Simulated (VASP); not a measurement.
# ZnO (P6_3mc) in VASP: a series of runs, part 2 of 2

VASP 6.6.1. The steps go on from the part before.

## Step 3: Single point, r2SCAN (all O atoms moved -0.075 Å, as atom 3 along Cartesian [0 0 1])

Contents of POSCAR:

```
ZnO
1.0
    3.2493987239      0.0000000000      0.0000000000
   -1.6246993619      2.8140618419      0.0000000000
    0.0000000000      0.0000000000      5.2038000000
Zn O
2 2
Direct
    0.3333333333      0.6666666667      0.0000000000
    0.6666666667      0.3333333333      0.5000000000
    0.3333333333      0.6666666667      0.3676874553
    0.6666666667      0.3333333333      0.8676874553
```

Contents of INCAR.step1:

```
ALGO     = Normal         # electronic algorithm
EDIFF    = 1E-4           # SCF threshold, eV
ENCUT    = 520            # plane-wave cutoff, eV
GGA      = PE             # functional
ISMEAR   = 0              # smearing method
LASPH    = T              # aspherical terms in the spheres
LCHARG   = F              # write CHGCAR
LREAL    = F              # projectors in reciprocal space
LWAVE    = T              # write WAVECAR
NBANDS   = 26             # bands
NELM     = 80             # most SCF steps
PREC     = Accurate       # precision mode
SIGMA    = 0.05           # smearing width, eV
```

Contents of INCAR.step2:

```
ALGO     = Normal         # electronic algorithm
EDIFF    = 1E-6           # SCF threshold, eV
ENCUT    = 520            # plane-wave cutoff, eV
ISIF     = 2              # what is computed and relaxed
ISMEAR   = 0              # smearing method
ISTART   = 1            
LASPH    = T              # aspherical terms in the spheres
LCHARG   = F              # write CHGCAR
LMIXTAU  = T            
LREAL    = F              # projectors in reciprocal space
LWAVE    = F              # write WAVECAR
METAGGA  = R2SCAN         # meta-GGA
NBANDS   = 26             # bands
NELM     = 80             # most SCF steps
PREC     = Accurate       # precision mode
SIGMA    = 0.05           # smearing width, eV
```

Contents of KPOINTS:

```
k-points
0
Gamma
  12 12 6
```

Potentials or basis: VASP PAW PBE potentials, release 64 (Zn, O).

Launch:

```console
$ cat potpaw_PBE.64/Zn/POTCAR potpaw_PBE.64/O/POTCAR > POTCAR
$ cp INCAR.step1 INCAR
$ mpirun -np 1 vasp_std > vasp.out
$ cp INCAR.step2 INCAR
$ mpirun -np 1 vasp_std > vasp.out
```

It took 2.6 min on 1 thread of Intel Xeon Platinum 8488C (Sapphire Rapids), shared host; peak memory 0.22 GiB.

The run converged. Its results:

```
Free energy            : -36.2796 eV
Pressure               : 0.4 GPa
Largest force          : 0.601 eV/Å
Band gap on the k mesh : 1.25 eV
```

Forces in eV/Å, atoms in the order of the input:
```
Zn   0.000  0.000 -0.601
Zn   0.000  0.000 -0.601
O    0.000  0.000  0.601
O    0.000  0.000  0.601
```

Stress tensor (GPa, compression positive):
```
-2.41  0.00  0.00
 0.00 -2.41  0.00
 0.00  0.00  6.01
```

Levels at points of the mesh, in eV from the valence-band top:
```
           k point  band 15  band 16  band 17  band 18  band 19  band 20  band 21  band 22
(0.00, 0.00, 0.00)    -0.93     0.00     0.00     0.00     1.25     5.91     8.93    13.69
(0.50, 0.00, 0.00)    -2.87    -2.37    -1.32    -0.70     6.40     7.35     8.06     9.26
(0.00, 0.00, 0.50)    -0.46    -0.46    -0.46    -0.46     3.95     3.95    10.98    10.98
(0.50, 0.00, 0.50)    -1.47    -1.47    -1.39    -1.39     6.25     6.25     9.11     9.11
```

Caveat: the cell differs from its parent crystal (all O atoms moved -0.075 Å, as atom 3 along Cartesian [0 0 1]); the PAW data sets were made with another functional, which shifts forces and pressure a little.

## Step 4: Single point, r2SCAN (all O atoms moved +0.050 Å, as atom 3 along Cartesian [0 0 1])

Changes to POSCAR since step 3:

```diff
@@ -10,3 +10,3 @@
     0.6666666667      0.3333333333      0.5000000000
-    0.3333333333      0.6666666667      0.3676874553
-    0.6666666667      0.3333333333      0.8676874553
+    0.3333333333      0.6666666667      0.3917083631
+    0.6666666667      0.3333333333      0.8917083631
```

Contents of INCAR.step1:

```
SYSTEM = ZnO
ALGO = Normal
EDIFF = 1E-4
ENCUT = 520
GGA = PE
ISMEAR = 0
LASPH = .TRUE.
LCHARG = .FALSE.
LREAL = .FALSE.
LWAVE = .TRUE.
NBANDS = 26
NELM = 60
PREC = Accurate
SIGMA = 0.05
```

Contents of INCAR.step2:

```
SYSTEM = ZnO
ALGO = Normal
EDIFF = 1E-7
ENCUT = 520
ISIF = 2
ISMEAR = 0
ISTART = 1
LASPH = .TRUE.
LCHARG = .FALSE.
LMIXTAU = .TRUE.
LREAL = .FALSE.
LWAVE = .FALSE.
METAGGA = R2SCAN
NBANDS = 26
NELM = 60
PREC = Accurate
SIGMA = 0.05
```

Contents of KPOINTS:

```
k-points
0
G
  12 12 6
  0 0 0
```

Potentials or basis: VASP PAW PBE potentials, release 64 (Zn, O).

Launch:

```console
$ cat potpaw_PBE.64/Zn/POTCAR potpaw_PBE.64/O/POTCAR > POTCAR
$ cp INCAR.step1 INCAR
$ mpirun -np 1 vasp_std > vasp.out
$ cp INCAR.step2 INCAR
$ mpirun -np 1 vasp_std > vasp.out
```

OUTCAR:

```text
SYSTEM = ZnO
   EDIFF = 1E-7
   ENCUT = 520
   ISIF = 2
   ISMEAR = 0
   ISTART = 1
   LASPH = .TRUE.
   LREAL = .FALSE.
   METAGGA = R2SCAN
   NELM = 60
   PREC = Accurate

 ion  position               nearest neighbor table
   1  0.333  0.667  0.000-   4 1.96   4 1.96   4 1.96   3 2.04
   2  0.667  0.333  0.500-   3 1.96   3 1.96   3 1.96   4 2.04
   3  0.333  0.667  0.392-   2 1.96   2 1.96   2 1.96   1 2.04
   4  0.667  0.333  0.892-   1 1.96   1 1.96   1 1.96   2 2.04

  LATTYP: Found a hexagonal cell.
 ALAT       =     3.2493987239
[... 896 lines left out ...]
  Direction    XX          YY          ZZ          XY          YZ          ZX
  --------------------------------------------------------------------------------------
  -------------------------------------------------------------------------------------
  Total        0.3935150      0.3935150     -0.7052254      0.0000000      0.0000000      0.0000000
  in kB       13.2499621     13.2499621    -23.7454989      0.0000000      0.0000000      0.0000000
  external PRESSURE =       0.9181417 kB  Pullay stress =       0.0000000 kB

 VOLUME and BASIS-vectors are now :
 -----------------------------------------------------------------------------
  energy-cutoff  :      520.00
  volume of cell :       47.58
      direct lattice vectors                 reciprocal lattice vectors
     3.249398724  0.000000000  0.000000000     0.307749244  0.177679109  0.000000000
    -1.624699362  2.814061842  0.000000000     0.000000000  0.355358217  0.000000000
     0.000000000  0.000000000  5.203800000     0.000000000  0.000000000  0.192167262

 POSITION                                       TOTAL-FORCE (eV/Angst)
 -----------------------------------------------------------------------------------
     -0.00000      1.87604      0.00000         0.000000     -0.000000      0.292570
      1.62470      0.93802      2.60190        -0.000000      0.000000      0.292570
     -0.00000      1.87604      2.03837        -0.000000     -0.000000     -0.292570
      1.62470      0.93802      4.64027        -0.000000      0.000000     -0.292570
 -----------------------------------------------------------------------------------
    total drift:                                0.000001      0.000002     -0.078604

  FREE ENERGIE OF THE ION-ELECTRON SYSTEM (eV)
  ---------------------------------------------------
  free  energy   TOTEN  =       -36.2985273913 eV

  energy  without entropy=      -36.2985273913  energy(sigma->0) =      -36.29852739
```

Run time: 3.2 min. Hardware: 1 thread of Intel Xeon Platinum 8488C (Sapphire Rapids), shared host; peak memory 0.22 GiB.

Results:

```yaml
Free_energy: -36.2985 eV
Pressure: 0.1 GPa
Largest_force: 0.293 eV/Å
Band_gap_on_the_k_mesh: 1.23 eV
```

Forces in eV/Å, atoms in the order of the input:
```
Zn   0.000  0.000  0.293
Zn   0.000  0.000  0.293
O    0.000  0.000 -0.293
O    0.000  0.000 -0.293
```

Caveat: the cell differs from its parent crystal (all O atoms moved +0.050 Å, as atom 3 along Cartesian [0 0 1]); the PAW data sets were made with another functional, which shifts forces and pressure a little.

## Step 5: Overview

```csv
cell,gap on the mesh (eV),pressure (GPa),largest force (eV/Å)
"as given, atomic positions A",1.23,0.6,0.48
"as given, atomic positions B",1.25,0.4,0.60
"as given, atomic positions C",1.23,0.1,0.29
```

Alike in all rows: task single point; level r2SCAN; potentials or basis VASP PAW PBE potentials, release 64 (Zn, O); no spin polarisation; k mesh 12 × 12 × 6; cutoff (eV) 520; smearing gaussian 0.05 eV.

Caveats: the PAW data sets were made with another functional, which shifts forces and pressure a little.

Total energies depend on the potentials used, so only differences within one code and one set of settings carry meaning.
